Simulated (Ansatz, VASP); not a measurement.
In26P27 in VASP and in Ansatz

```xyz
53
Lattice="0.0000 8.7915 8.7915 8.7915 0.0000 8.7915 8.7915 8.7915 0.0000" Properties=species:S:1:pos:R:3 pbc="T T T"
In    2.8843    2.8851    0.0304
In    5.9050    5.9068    0.0296
In    2.8835    0.0306    2.8848
In    5.8571    2.9334    2.9333
In    8.7596    5.9077    2.8852
In    5.9042    0.0288    5.9055
In    8.7608    2.8856    5.9064
In   11.7206    5.8605    5.8605
In    0.0299    2.8829    2.8839
In    2.9318    5.8581    2.9333
In    5.9055    8.7604    2.8852
In    2.9317    2.9330    5.8584
In    5.8570    5.8582    5.8587
In    8.7901    8.7914    5.8509
In    5.9055    2.8840    8.7612
In    8.7899    5.8505    8.7919
In   11.7311    8.7917    8.7920
In    0.0273    5.9049    5.9050
In    2.8845    8.7626    5.9064
In    5.8598   11.7219    5.8602
In    2.8841    5.9063    8.7621
In    5.8492    8.7913    8.7918
In    8.7905   11.7325    8.7920
In    5.8596    5.8596   11.7215
In    8.7904    8.7917   11.7327
In   11.7211   11.7223   11.7217
P     1.3610    1.3604    1.3600
P     4.3949    4.3963    1.4573
P     7.4277    7.4295    1.3615
P     4.3943    1.4574    4.3957
P     7.3332    4.3962    4.3959
P    10.2569    7.3253    4.3868
P     7.4264    1.3626    7.4263
P    10.2571    4.3867    7.3256
P    13.1945    7.3246    7.3250
P     1.4556    4.3947    4.3951
P     4.3942    7.3341    4.3963
P     7.3240   10.2579    4.3864
P     4.3945    4.3954    7.3348
P     7.3247    7.3260    7.3266
P    10.2555   10.2571    7.3267
P     7.3241    4.3851   10.2583
P    10.2555    7.3261   10.2574
P    13.1956   10.2579   10.2587
P     1.3632    7.4259    7.4254
P     4.3859   10.2587    7.3253
P     7.3232   13.1962    7.3252
P     4.3853    7.3247   10.2587
P     7.3248   10.2570   10.2574
P    10.2565   13.1973   10.2589
P     7.3231    7.3242   13.1958
P    10.2571   10.2588   13.1966
P    13.1860   13.1871   13.1873
```

Alike in both runs: task single point; functional PBE; k mesh 1 × 1 × 1; occupations gaussian, width 0.05 eV; collinear spin.

|  | VASP | Ansatz |
| --- | --- | --- |
| version | VASP 6.6.1 | Ansatz 0.2.0 |
| potentials or method | VASP PAW PBE potentials, release 64 (In_d, P), cutoff 400 eV | scalar-relativistic, plane waves, PAW |
| valence electrons in the cell | 473 | 473 |

|  | VASP | Ansatz | Ansatz less VASP |
| --- | --- | --- | --- |
| gap on the k mesh at the Fermi level (eV) | 0.24 | 0.24 | +0.001 |
| rms of the force components (eV/Å) | 0.003 | 0.002 | -0.0015 |
| net moment per atom (μB) | 0.06 | 0.06 | 0.000 |
| size of the moment on the site where the two differ most (μB) | 0.20 | 0.25 | +0.049 |

Site moments also hang on the region over which each program counts them. Atom by atom the forces differ by 0.003 eV/Å (rms over components). Ansatz's warnings: stability check not made.
